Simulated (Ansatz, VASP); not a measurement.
One calculation of Na3SF, two programs

```
CELL_PARAMETERS angstrom
3.26028 1.88232 5.32401
-3.26028 1.88232 5.32401
0.00000 -3.76464 5.32401
ATOMIC_POSITIONS crystal
Na 0.78017 0.25000 0.71983
Na 0.71983 0.78017 0.25000
Na 0.25000 0.71983 0.78017
Na 0.21983 0.75000 0.28017
Na 0.28017 0.21983 0.75000
Na 0.75000 0.28017 0.21983
S 0.75000 0.75000 0.75000
S 0.25000 0.25000 0.25000
F 0.50000 0.50000 0.50000
F 0.00000 0.00000 0.00000
```

Alike in both runs: task single point; functional PBE; k mesh 4 × 4 × 4; occupations gaussian, width 0.1 eV; no spin polarisation.

```csv
,VASP,Ansatz
version,VASP 6.6.1,Ansatz 0.2.0
potentials or method,"VASP PAW PBE potentials, release 64 (Na_pv, S, F), cutoff 520 eV","scalar-relativistic, plane waves, PAW"
valence electrons in the cell,68,80
```

VASP gave:

| Quantity | Value |
| --- | --- |
| gap on the k mesh at the Fermi level (eV) | 1.92 |
| least direct gap on the mesh (eV) | 2.05 |
| pressure (GPa) | -2.9 |
| traceless stress, the component that is largest in VASP (GPa) | -0.12 |
| rms of the force components (eV/Å) | 0.039 |

Problem. Estimate Ansatz's values.

Solution. gap on the k mesh at the Fermi level (eV): 1.92; least direct gap on the mesh (eV): 2.06; pressure (GPa): -2.9; traceless stress, the component that is largest in VASP (GPa): -0.12; rms of the force components (eV/Å): 0.039.

Atom by atom the forces differ by 0.000 eV/Å (rms over components). With one functional, cell and mesh, what is left measures potentials, basis and numerics. VASP's potentials hold 68 valence electrons a cell and Ansatz's 80, so a difference there can come from the potentials and not from the codes.
